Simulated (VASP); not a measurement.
Crystal: Sb.

```
CELL_PARAMETERS angstrom
3.21000 0.00000 0.00000
0.00000 3.21000 0.00000
0.00000 0.00000 3.21000
ATOMIC_POSITIONS crystal
Sb 0.00000 0.00000 0.00000
```

This isn't the form of Sb at room conditions, which is rhombohedral.

| Item | Value |
| --- | --- |
| Program | VASP 6.6.1 |
| Task | relaxation of cell and atoms |
| Functional | r2SCAN |
| Potentials or basis | VASP PAW PBE potentials, release 64 (Sb) |
| Cutoff | 600 eV |
| k mesh | 7 × 7 × 7 |
| Occupations | fermi-dirac, width 0.1 eV |
| Spin | no spin polarisation |

At the start: pressure -5.6 GPa; volume 33.08 Å³/atom.

Where does the relaxation end?

Over 3 steps the energy falls by 70.8 meV/atom and the volume is 29.47 Å³/atom (-10.9 %); space group Pm-3m (No. 221, to 0.1 Å) before and after.

Step by step:
```
step  energy change (eV)  largest force (eV/Å)  pressure (GPa)  volume (Å³)
   1              0.0000                0.0000           -5.59        33.08
   2             -0.0512                0.0000            4.23        27.85
   3             -0.0708                0.0000           -0.02        29.47
```

Final structure:
```
Sb
1.0
     3.08874    0.00000    0.00000
     0.00000    3.08874    0.00000
     0.00000    0.00000    3.08874
Sb
1
Direct
  0.00000 0.00000 0.00000
```

Caveat: the PAW data sets were made with another functional, which shifts forces and pressure a little.
